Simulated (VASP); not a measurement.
Write the native input for VASP 6.6.1 that does the following.

| Property | Result |
| --- | --- |
| Task | single point |
| Functional | PBE |
| Potentials or basis | VASP PAW PBE potentials, release 64 (Si, B) |
| Cutoff | 520 eV |
| k mesh | 6 × 6 × 4 |
| Occupations | gaussian, width 0.1 eV |
| Spin | no spin polarisation |
| Dipole correction | no |
| Further INCAR settings | ALGO = Normal; EDIFF = 1e-06; NBANDS = 22 |

The structure of Si4B3 lies in POSCAR:

```
Si4B3
1.0
    3.9021033200      0.0000000000      0.0000000000
   -1.9510516600      3.3793206100      0.0000000000
    0.0000000000      0.0000000000      6.4115961700
Si B
4 3
Direct
    0.5000000000      0.0000000000      0.5000000000
    0.0000000000      0.5000000000      0.5000000000
    0.5000000000      0.5000000000      0.5000000000
    0.0000000000      0.0000000000      0.5000000000
    0.3333333300      0.6666666700      0.0000000000
    0.6666666700      0.3333333300      0.0000000000
    0.0000000000      0.0000000000      0.0000000000
```

The input as run:

INCAR

```
SYSTEM = Si4B3
PREC     = Accurate       ! precision mode
ENCUT    = 520            ! plane-wave cutoff, eV
EDIFF    = 1E-6           ! SCF threshold, eV
ISMEAR   = 0              ! smearing method
SIGMA    = 0.1            ! smearing width, eV
LREAL    = .False.        ! projectors in reciprocal space
LASPH    = .True.         ! aspherical terms in the spheres
NELM     = 80             ! most SCF steps
ALGO     = Normal         ! electronic algorithm
ISIF     = 2              ! what is computed and relaxed
LWAVE    = .False.        ! write WAVECAR
LCHARG   = .False.        ! write CHGCAR
GGA      = PE             ! functional
NBANDS   = 22             ! bands
```

KPOINTS

```
regular mesh
0
Gamma
  6 6 4
  0 0 0
```

Potentials or basis: VASP PAW PBE potentials, release 64 (Si, B).

Launch:

```bash
$ cat potpaw_PBE.64/Si/POTCAR potpaw_PBE.64/B/POTCAR > POTCAR
$ mpirun -np 1 vasp_std > vasp.out
```

It gave:

- Pressure: 81.3 GPa

Wall time 23 s on 1 thread of Intel(R) Xeon(R) 6975P-C (Granite Rapids) (shared host), peak memory 0.19 GiB.
